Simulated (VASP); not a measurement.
# WC (P1) in VASP: further runs

Runs on WC. Level: PBEsol. Tasks: single point, relaxation of cell and atoms.

Everything below comes from runs of VASP 6.6.1. Logs are shortened: lines on timing, memory, paths and dates and some standing lists are left out, and cuts for length are marked.

## 1. The cell of the first run

The typed cell holds 2 atoms: a = 2.898 Å, b = 2.898 Å, c = 2.828 Å, α = 90.00°, β = 90.00°, γ = 120.00°.

## 2. Single point, PBEsol (atoms moved at random)

File INCAR:

```
PREC = Accurate
ENCUT = 520
EDIFF = 1E-7
ISMEAR = 0
SIGMA = 0.15
LREAL = False
LASPH = True
NELM = 60
ALGO = Normal
ISIF = 2
LWAVE = False
LCHARG = False
GGA = PS
NBANDS = 16
```

File KPOINTS:

```
regular mesh
0
Gamma
  12 12 12
```

File POSCAR:

```
WC
1.0
    2.8984136660      0.0000000000      0.0000000000
   -1.4492068330      2.5100998655      0.0000000000
    0.0000000000      0.0000000000      2.8276119028
W C
1 1
Direct
    0.0700597744      0.0869601344      0.0674669498
    0.5966068923      0.2463731989      0.4325330502
```

Potentials or basis: VASP PAW PBE potentials, release 64 (W_sv, C).

Started as:

```bash
> cat potpaw_PBE.64/W_sv/POTCAR potpaw_PBE.64/C/POTCAR > POTCAR
> mpirun -np 1 vasp_std > vasp.out
```

OUTCAR:

```text
PREC = Accurate
   ENCUT = 520
   EDIFF = 1E-7
   ISMEAR = 0
   LREAL = False
   LASPH = True
   NELM = 60
   ISIF = 2
   GGA = PS

 ion  position               nearest neighbor table
   1  0.070  0.087  0.067-   2 1.70   2 1.95   2 2.25   2 2.35   2 2.44   2 2.77
   2  0.597  0.246  0.433-   1 1.70   1 1.95   1 2.25   1 2.35   1 2.44   1 2.77

  LATTYP: Found a hexagonal cell.
 ALAT       =     2.8984136660
 C/A-ratio  =     0.9755722366

  Lattice vectors:

 A1 = (   2.8984136660,   0.0000000000,   0.0000000000)
 A2 = (  -1.4492068330,   2.5100998655,   0.0000000000)
 A3 = (   0.0000000000,   0.0000000000,   2.8276119028)

Analysis of symmetry for initial positions (statically):
=====================================================================
 Subroutine PRICEL returns:
 Original cell was already a primitive cell.

 Routine SETGRP: Setting up the symmetry group for a
 hexagonal supercell.

 Subroutine GETGRP returns: Found  1 space group operations
 (whereof  1 operations were pure point group operations)
 out of a pool of 24 trial point group operations.

The static configuration has the point symmetry C_1 .

Analysis of symmetry for dynamics (positions and initial velocities):
=====================================================================
 Subroutine PRICEL returns:
 Original cell was already a primitive cell.

 Routine SETGRP: Setting up the symmetry group for a
 hexagonal supercell.

 Subroutine GETGRP returns: Found  1 space group operations
 (whereof  1 operations were pure point group operations)
 out of a pool of 24 trial point group operations.

The dynamic configuration has the point symmetry C_1 .

 Subroutine INISYM returns: Found  1 space group operations
 (whereof  1 operations are pure point group operations),
 and found     1 'primitive' translations

----------------------------------------------------------------------------------------

                                     Primitive cell

  volume of cell :      20.5717

  direct lattice vectors                    reciprocal lattice vectors
     2.898413666  0.000000000  0.000000000     0.345016314  0.199195262  0.000000000
    -1.449206833  2.510099865  0.000000000     0.000000000  0.398390524  0.000000000
     0.000000000  0.000000000  2.827611903     0.000000000  0.000000000  0.353655323

  length of vectors
     2.898413666  2.898413666  2.827611903     0.398390524  0.398390524  0.353655323

  position of ions in fractional coordinates (direct lattice)
     0.070059774  0.086960134  0.067466950
     0.596606892  0.246373199  0.432533050

  ion indices of the primitive-cell ions
   primitive index   ion index
                 1           1
                 2           2

----------------------------------------------------------------------------------------

 KPOINTS: regular mesh

Automatic generation of k-mesh.
 Grid dimensions read from file:
 generate k-points for:   12   12   12

 Generating k-lattice:

  Cartesian coordinates                     Fractional coordinates (reciprocal lattice)
     0.028751360  0.016599605  0.000000000     0.083333333  0.000000000  0.000000000
     0.000000000  0.033199210  0.000000000     0.000000000  0.083333333  0.000000000
     0.000000000  0.000000000  0.029471277     0.000000000  0.000000000  0.083333333

  Length of vectors
     0.033199210  0.033199210  0.029471277

  Shift w.r.t. Gamma in fractional coordinates (k-lattice)
     0.000000000  0.000000000  0.000000000

 Subroutine IBZKPT returns following result:
 ===========================================

 Found    868 irreducible k-points:

 Following reciprocal coordinates:
            Coordinates               Weight
  0.000000  0.000000  0.000000      1.000000
  0.083333 -0.000000  0.000000      2.000000
  0.000000  0.083333  0.000000      2.000000
 -0.083333  0.083333  0.000000      2.000000
  0.166667 -0.000000  0.000000      2.000000
  0.000000  0.166667  0.000000      2.000000
[... 16 lines left out ...]
  0.166667  0.083333  0.000000      2.000000
 -0.083333  0.250000  0.000000      2.000000
 [... further k-points ...]
   k-points           NKPTS =    868   k-points in BZ     NKDIM =    868   number of bands    NBANDS=     16
   number of dos      NEDOS =    301   number of ions     NIONS =      2
   total plane-waves  NPLWV =  13824
   dimension x,y,z NGX =    24 NGY =   24 NGZ =   24
   dimension x,y,z NGXF=    48 NGYF=   48 NGZF=   48
   ions per type =               1   1
   NGX,Y,Z   is equivalent  to a cutoff of  13.77, 13.77, 14.11 a.u.
   NGXF,Y,Z  is equivalent  to a cutoff of  27.53, 27.53, 28.22 a.u.
 SYSTEM =  unknown system
   PREC   = accura    normal or accurate (medium, high low for compatibility)
   ISTART =      0    job   : 0-new  1-cont  2-samecut
   ICHARG =      2    charge: 1-file 2-atom 10-const
   ISPIN  =      1    spin polarized calculation?
   LNONCOLLINEAR =      F non collinear calculations
   LSORBIT =      F    spin-orbit coupling
   LASPH  =      T    aspherical Exc in radial PAW
   ENCUT  =  520.0 eV  38.22 Ry    6.18 a.u.   5.39  5.39  5.26*2*pi/ulx,y,z
   NELM   =     60;   NELMIN=  2; NELMDL= -5     # of ELM steps
   EDIFF  = 0.1E-06   stopping-criterion for ELM
   LREAL  =      F    real-space projection
   EDIFFG = 0.1E-05   stopping-criterion for IOM
   NSW    =      0    number of steps for IOM
   IBRION =     -1    ionic relax: 0-MD 1-quasi-New 2-CG
   NFREE  =      0    steps in history (QN), initial steepest desc. (CG)
   ISIF   =      2    stress and relaxation
   ISYM   =      2    0-nonsym 1-usesym 2-fastsym
   POTIM  = 0.5000    time-step for ionic-motion
   TEBEG  =    0.0;   TEEND  =   0.0 temperature during run
   PSTRESS=    0.0 pullay stress
   NELECT =      18.0000    total number of electrons
   NUPDOWN=      -1.0000    fix difference up-down
   EMIN   =  10.00;   EMAX   =-10.00  energy-range for DOS
   EFERMI =   0.00;   METHOD = LEGACY
   ISMEAR =     0;   SIGMA  =   0.15  broadening in eV -4-tet -1-fermi 0-gaus
   EFERMI_NEDOS =   21; number of points for ismear=-14 and -15
   IALGO  =     38    algorithm
   IMIX   =      4    mixing-type and parameters
     AMIX     =   0.40;   BMIX     =  1.00
     AMIX_MAG =   1.60;   BMIX_MAG =  1.00
  volume/ion in A,a.u.               =      10.29        69.41
  Fermi-wavevector in a.u.,A,eV,Ry     =   1.565820  2.958971 33.358675  2.451793
  Thomas-Fermi vector in A             =   2.668240
   LORBIT       =      0    0 simple, 1 ext, 2 COOP (PROOUT), +10 PAW based schemes
   GGA     = PS    functional components
   LHFCALC =     F    Hartree Fock is set to
   AEXX    =    0.0000 exact exchange contribution
   IVDW    =     0    specifies the selected vdW correction
   LEPSILON=     F    determine dielectric tensor
   LRPA    =     F    only Hartree local field effects (RPA)
 non-spin polarized calculation
 Gauss-broadening in eV      SIGMA  =   0.15
  energy-cutoff  :      520.00
  volume of cell :       20.57
 maximum number of plane-waves:       575
 NGX is ok and might be reduce to    24
   NGX = 11   NGY = 11   NGZ = 11

 number of electron      18.0000000 magnetization

 Free energy of the ion-electron system (eV)
  ---------------------------------------------------
  ext. energy  EPLUGINS =         0.00000000
  ---------------------------------------------------
  free energy    TOTEN  =       -20.80151777 eV

  energy without entropy =      -20.79417077  energy(sigma->0) =      -20.79784427

 E-fermi :  11.5086     XC(G=0): -13.8379

 val. band max:       11.5078794283   @ k =   0.0000  -0.1667   0.3333
 cond. band min:      11.5158954473   @ k =  -0.3333   0.1667   0.5000
 fundamental gap:      0.0080160189
 Fermi energy:        11.5085797196

 k-point     1 :       0.0000    0.0000    0.0000
  band No.  band energies     occupation
      1     -62.5100      2.00000
      2     -26.9006      2.00000
      3     -26.5646      2.00000
      4     -26.3942      2.00000
      5      -3.3819      2.00000
      6       4.9209      2.00000
[... 8 lines left out ...]
     15      24.6766      0.00000
     16      27.0836      0.00000

 k-point     2 :       0.0833   -0.0000    0.0000
  band No.  band energies     occupation
      1     -62.5056      2.00000
      2     -26.9419      2.00000
      3     -26.5791      2.00000
      4     -26.4134      2.00000
      5      -3.1652      2.00000
      6       4.9797      2.00000
[... 8 lines left out ...]
     15      24.5603      0.00000
     16      27.3689      0.00000

 k-point     3 :       0.0000    0.0833    0.0000
  band No.  band energies     occupation
      1     -62.5058      2.00000
      2     -26.9094      2.00000
      3     -26.5676      2.00000
      4     -26.4491      2.00000
      5      -3.2289      2.00000
      6       4.9804      2.00000
[... 8 lines left out ...]
     15      24.1464      0.00000
     16      27.4899      0.00000

 k-point     4 :      -0.0833    0.0833    0.0000
  band No.  band energies     occupation
      1     -62.5056      2.00000
      2     -26.9278      2.00000
      3     -26.5866      2.00000
      4     -26.4186      2.00000
      5      -3.1737      2.00000
      6       4.9917      2.00000
[... 8 lines left out ...]
     15      24.7823      0.00000
     16      26.5591      0.00000
[... 324 lines left out ...]
 k-point    22 :      -0.1667    0.0833    0.0000
  band No.  band energies     occupation
      1     -62.4972      2.00000
      2     -27.0364      2.00000
      3     -26.6090      2.00000
      4     -26.4310      2.00000
      5      -2.7126      2.00000
      6       5.0046      2.00000
[... 8 lines left out ...]
     15      25.1367      0.00000
     16      26.3119      0.00000

 k-point    23 :       0.1667    0.0833    0.0000
  band No.  band energies     occupation
      1     -62.4834      2.00000
      2     -27.1506      2.00000
      3     -26.5849      2.00000
      4     -26.5536      2.00000
      5      -2.1414      2.00000
      6       4.8112      2.00000
[... 8 lines left out ...]
     15      24.3366      0.00000
     16      29.0340      0.00000

 k-point    24 :      -0.0833    0.2500    0.0000
  band No.  band energies     occupation
      1     -62.4844      2.00000
      2     -26.9614      2.00000
      3     -26.7627      2.00000
      4     -26.5386      2.00000
      5      -2.3862      2.00000
      6       4.8831      2.00000
[... 8 lines left out ...]
     15      23.3031      0.00000
     16      28.2823      0.00000

 [... further k-points ...]

------------------------ aborting loop because EDIFF is reached ----------------------------------------

  FORCE on cell =-STRESS in cart. coord.  units (eV):
  Direction    XX          YY          ZZ          XY          YZ          ZX
  --------------------------------------------------------------------------------------
  -------------------------------------------------------------------------------------
  Total       14.1161553      1.8043725     10.5051693      2.5526429      3.9079615      5.9853416
  in kB     1099.4002689    140.5288892    818.1679577    198.8059938    304.3614814    466.1528577
  external PRESSURE =     686.0323720 kB  Pullay stress =       0.0000000 kB

 VOLUME and BASIS-vectors are now :
 -----------------------------------------------------------------------------
  energy-cutoff  :      520.00
  volume of cell :       20.57
      direct lattice vectors                 reciprocal lattice vectors
     2.898413666  0.000000000  0.000000000     0.345016314  0.199195262  0.000000000
    -1.449206833  2.510099865  0.000000000     0.000000000  0.398390524  0.000000000
     0.000000000  0.000000000  2.827611903     0.000000000  0.000000000  0.353655323

 POSITION                                       TOTAL-FORCE (eV/Angst)
 -----------------------------------------------------------------------------------
      0.07704      0.21828      0.19077        -6.306182     -5.017387     -9.009490
      1.37217      0.61842      1.22304         6.306182      5.017387      9.009490
 -----------------------------------------------------------------------------------
    total drift:                                0.000087     -0.000028     -0.000140

  FREE ENERGIE OF THE ION-ELECTRON SYSTEM (eV)
  ---------------------------------------------------
  free  energy   TOTEN  =       -20.8015177677 eV

  energy  without entropy=      -20.7941707671  energy(sigma->0) =      -20.79784427
```

Run time: 2.8 min. Hardware: 1 thread of Intel Xeon Platinum 8488C (Sapphire Rapids), shared host; peak memory 0.38 GiB.

What came out:

* Free energy: -20.8015 eV
* Pressure: 68.6 GPa
* Largest force: 12.088 eV/Å
* Band gap on the k mesh: zero (bands 9 and 10 overlap by 1.75 eV)

Forces in eV/Å, atoms in the order of the input:
```
W   -6.306 -5.017 -9.009
C    6.306  5.017  9.009
```

Stress tensor (GPa, compression positive):
```
109.94  19.88  46.62
 19.88  14.05  30.44
 46.62  30.44  81.82
```

Levels at points of the mesh, in eV from the Fermi level:
| k point | band 6 | band 7 | band 8 | band 9 | band 10 | band 11 | band 12 | band 13 |
| --- | --- | --- | --- | --- | --- | --- | --- | --- |
| (0.00, 0.00, 0.00) | -6.59 | -4.57 | -3.89 | 0.07 | 1.48 | 3.49 | 4.01 | 6.49 |
| (0.50, 0.00, 0.00) | -8.40 | -5.38 | -4.40 | -0.08 | 2.55 | 3.17 | 4.81 | 4.92 |
| (0.00, 0.50, 0.00) | -6.58 | -5.94 | -3.15 | -0.85 | 2.89 | 3.76 | 5.07 | 5.66 |
| (0.50, 0.50, 0.00) | -7.84 | -6.21 | -4.20 | 0.57 | 2.82 | 3.39 | 5.03 | 5.85 |
| (0.00, 0.00, 0.50) | -8.65 | -5.37 | -3.14 | -1.03 | 0.18 | 2.37 | 4.95 | 8.59 |
| (0.50, 0.00, 0.50) | -6.43 | -3.87 | -3.08 | -1.30 | 3.38 | 4.23 | 4.82 | 6.95 |
| (0.00, 0.50, 0.50) | -8.62 | -6.33 | -5.46 | 1.18 | 3.80 | 4.82 | 6.70 | 8.81 |
| (0.50, 0.50, 0.50) | -6.94 | -4.29 | -3.11 | -0.65 | 1.81 | 4.46 | 4.88 | 7.86 |

Caveat: the cell differs from its parent crystal (atoms moved at random); the cell stands under pressure; the PAW data sets were made with another functional, which shifts forces and pressure a little; spin-orbit coupling is left out, which moves the levels of the heavy elements.

## 3. Relaxation of cell and atoms, PBEsol

File INCAR:

```
ALGO = Normal ; EDIFF = 1E-6
EDIFFG = -0.01 ; ENCUT = 600
GGA = PS ; IBRION = 2
ISIF = 3 ; ISMEAR = 0
LASPH = True ; LCHARG = False
LREAL = False ; LWAVE = False
NELM = 60 ; NSW = 100
PREC = Accurate ; SIGMA = 0.15
```

File KPOINTS:

```
k-points
0
Gamma
  12 12 12
```

POSCAR is that of step 2.

Potentials or basis: VASP PAW PBE potentials, release 64 (W_sv, C).

Started as:

```bash
> cat potpaw_PBE.64/W_sv/POTCAR potpaw_PBE.64/C/POTCAR > POTCAR
> mpirun -np 1 vasp_std > vasp.out
```

OUTCAR:

```text
EDIFF = 1E-6
   EDIFFG = -0.01
   ENCUT = 600
   GGA = PS
   IBRION = 2
   ISIF = 3
   ISMEAR = 0
   LASPH = True
   LREAL = False
   NELM = 60
   NSW = 100
   PREC = Accurate

 ion  position               nearest neighbor table
   1  0.070  0.087  0.067-   2 1.70   2 1.95   2 2.25   2 2.35   2 2.44   2 2.77
   2  0.597  0.246  0.433-   1 1.70   1 1.95   1 2.25   1 2.35   1 2.44   1 2.77

  LATTYP: Found a hexagonal cell.
 ALAT       =     2.8984136660
 C/A-ratio  =     0.9755722366

  Lattice vectors:

 A1 = (   2.8984136660,   0.0000000000,   0.0000000000)
 A2 = (  -1.4492068330,   2.5100998655,   0.0000000000)
 A3 = (   0.0000000000,   0.0000000000,   2.8276119028)

Analysis of symmetry for initial positions (statically):
=====================================================================
 Subroutine PRICEL returns:
 Original cell was already a primitive cell.

[... 674 lines left out ...]

------------------------ aborting loop because EDIFF is reached ----------------------------------------
[... 67 lines left out ...]
--------------------------------------- Ionic step       21  -------------------------------------------

 number of electron      18.0000001 magnetization

 Free energy of the ion-electron system (eV)
  ---------------------------------------------------
  ext. energy  EPLUGINS =         0.00000000
  ---------------------------------------------------
  free energy    TOTEN  =       -23.90364145 eV

  energy without entropy =      -23.90125885  energy(sigma->0) =      -23.90245015

 E-fermi :  10.9979     XC(G=0): -13.9583

 val. band max:       10.9666701055   @ k =   0.0000  -0.0833   0.3333
 cond. band min:      11.1004022392   @ k =  -0.1667   0.0833   0.4167
 fundamental gap:      0.1337321338
 Fermi energy:        10.9979404043

 k-point     1 :       0.0000    0.0000    0.0000
  band No.  band energies     occupation
      1     -62.9163      2.00000
      2     -26.9018      2.00000
      3     -26.7986      2.00000
      4     -26.7972      2.00000
      5      -3.4609      2.00000
      6       6.6477      2.00000
      7       7.6498      2.00000
      8       7.6597      2.00000
      9      11.1284      0.21861
     10      14.2578      0.00000
     11      14.2621      0.00000
     12      16.6878      0.00000
     13      16.7008      0.00000
[... 397 lines left out ...]
  FREE ENERGIE OF THE ION-ELECTRON SYSTEM (eV)
  ---------------------------------------------------
  free  energy   TOTEN  =       -23.9036414492 eV

  energy  without entropy=      -23.9012588520  energy(sigma->0) =      -23.90245015

 reached required accuracy - stopping structural energy minimisation
```

Wall time 26 min (1 thread of Intel Xeon Platinum 8488C (Sapphire Rapids), shared host); peak memory 0.48 GiB.

What came out:

```yaml
Free_energy: -23.9036 eV
Relaxed_volume: 10.32 Å³/atom
Relaxed_cell: a = 2.901 Å, b = 2.901 Å, c = 2.831 Å, α = 89.99°, β = 90.00°, γ = 119.97°
Space_group_after_relaxing_to_0.1_Å: P-6m2 (No. 187)
Pressure_after_relaxing: -0.1 GPa
Largest_force_after_relaxing: 0.008 eV/Å
Band_gap_on_the_k_mesh: zero (bands 9 and 10 overlap by 1.22 eV)
```

Forces in eV/Å, atoms in the order of the input:
```
W   -0.004  0.004  0.006
C    0.004 -0.004 -0.006
```

Stress tensor (GPa, compression positive):
```
 0.12 -0.10  0.01
-0.10 -0.15 -0.06
 0.01 -0.06 -0.15
```

Final structure:
```xyz
2
Lattice="2.9006 0.0008 0.0003 -1.4500 2.5130 -0.0001 -0.0004 0.0006 2.8311" Properties=species:S:1:pos:R:3 pbc="T T T"
W    -1.4501    2.5134    2.8308
C     1.4500    0.8387    1.4159
```

Levels at points of the mesh, in eV from the Fermi level:
```tsv
k point	band 6	band 7	band 8	band 9	band 10	band 11	band 12	band 13
(0.00, 0.00, 0.00)	-4.35	-3.35	-3.34	0.13	3.26	3.26	5.69	5.70
(0.50, 0.00, 0.00)	-7.05	-3.63	-3.60	-0.43	2.36	4.58	4.95	6.92
(0.00, 0.50, 0.00)	-7.06	-3.63	-3.60	-0.43	2.36	4.58	4.95	6.92
(0.50, 0.50, 0.00)	-7.05	-3.62	-3.60	-0.43	2.36	4.58	4.95	6.91
(0.00, 0.00, 0.50)	-8.70	-2.02	-2.01	-0.60	-0.59	3.73	4.55	4.56
(0.50, 0.00, 0.50)	-6.49	-4.33	-4.18	0.31	4.48	5.38	6.72	9.29
(0.00, 0.50, 0.50)	-6.49	-4.33	-4.18	0.31	4.48	5.38	6.73	9.28
(0.50, 0.50, 0.50)	-6.49	-4.34	-4.18	0.32	4.49	5.38	6.72	9.29
```

Caveat: the PAW data sets were made with another functional, which shifts forces and pressure a little; spin-orbit coupling is left out, which moves the levels of the heavy elements. Zero-point motion and thermal expansion aren't in these numbers.
